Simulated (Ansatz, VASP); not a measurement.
# One calculation of HfC, two programs

```
Hf C
1.0
     3.27355    0.00000    0.00000
     0.00000    4.61783    0.00000
    -3.25544    0.00000    3.29191
Hf C
2 2
Direct
  0.95785 0.73641 0.98130
  0.95785 0.26359 0.48130
  0.04215 0.22555 0.01870
  0.04215 0.77445 0.51870
```

Alike in both runs: task single point; functional PBE; k mesh 8 × 4 × 6; occupations gaussian, width 0.1 eV; no spin polarisation.

```csv
,VASP,Ansatz
version,VASP 6.6.1,Ansatz 0.2.0
potentials or method,"VASP PAW PBE potentials, release 64 (Hf_pv, C), cutoff 520 eV","scalar-relativistic, plane waves, PAW"
valence electrons in the cell,28,60
```

VASP gave:

| Quantity | Value |
| --- | --- |
| gap on the k mesh at the Fermi level (eV) | none |
| pressure (GPa) | 5.7 |
| traceless stress, the component that is largest in VASP (GPa) | 4.29 |
| rms of the force components (eV/Å) | 1.300 |

Which values does Ansatz return?

gap on the k mesh at the Fermi level (eV): none; pressure (GPa): 6.3; traceless stress, the component that is largest in VASP (GPa): 4.18; rms of the force components (eV/Å): 1.298.

Atom by atom the forces differ by 0.005 eV/Å (rms over components). A gap of «none» marks a metal or a gap that the smearing closes. With one functional, cell and mesh, what is left measures potentials, basis and numerics. VASP's potentials hold 28 valence electrons a cell and Ansatz's 60, so a difference there can come from the potentials and not from the codes.

Spin-orbit coupling is off throughout.
